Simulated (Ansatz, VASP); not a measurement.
Al: VASP beside Ansatz

INCAR

```
SYSTEM = Al
PREC     = Accurate       ! precision mode
ENCUT    = 520            ! plane-wave cutoff, eV
EDIFF    = 1E-6           ! SCF threshold, eV
ISMEAR   = -1             ! smearing method
SIGMA    = 0.1            ! smearing width, eV
LREAL    = .FALSE.        ! projectors in reciprocal space
LASPH    = .TRUE.         ! aspherical terms in the spheres
NELM     = 100            ! most SCF steps
ALGO     = Normal         ! electronic algorithm
ISIF     = 2              ! what is computed and relaxed
LWAVE    = .FALSE.        ! write WAVECAR
LCHARG   = .FALSE.        ! write CHGCAR
GGA      = RP             ! functional
NBANDS   = 10             ! bands
```

KPOINTS

```
Automatic mesh
0
G
  10 10 10
  0 0 0
```

File POSCAR:

```
Al
1.0
    0.0000000000      3.1661121113      3.1661121113
    3.1661121113      0.0000000000      3.1661121113
    3.1661121113      3.1661121113      0.0000000000
Al
2
Direct
    0.1250000000      0.1250000000      0.1250000000
    0.8750000000      0.8750000000      0.8750000000
```

Input for Ansatz:

```yaml
crystal:
  lattice:
    - [0.0, 3.1661121113, 3.1661121113]
    - [3.1661121113, 0.0, 3.1661121113]
    - [3.1661121113, 3.1661121113, 0.0]
  atoms:
    - { symbol: Al, position: [0.125, 0.125, 0.125] }
    - { symbol: Al, position: [0.875, 0.875, 0.875] }
hamiltonian:
  xc: rpbe
  pseudopotentials:
    kind: paw
    azcp:
      Al: "pseudopotentials/Al.paw.azcp"
basis:
  ecutwfc: 420
  fft_grid_basis: typed
kpoints:
  mp_grid: { grid: [10, 10, 10], shift: [0, 0, 0] }
magnetization:
  spin_polarized: false
scf:
  occupations: { method: fermi_dirac, width: 0.1 }
  lower_state_search: "off"
output:
  stress: true
```

Alike in both runs: task single point; functional RPBE; k mesh 10 × 10 × 10; occupations fermi-dirac, width 0.1 eV; no spin polarisation.

|  | VASP | Ansatz |
| --- | --- | --- |
| version | VASP 6.6.1 | Ansatz 0.2.0 |
| potentials or method | VASP PAW PBE potentials, release 64 (Al), cutoff 520 eV | plane waves (420 eV) with PAW, scalar-relativistic |
| valence electrons in the cell | 6 | 6 |

VASP gave:

- pressure (GPa): -3.2

Task: Which values does Ansatz return?

Result: Pressure (GPa): -3.1.

VASP's potentials were made for PBE, not for RPBE.
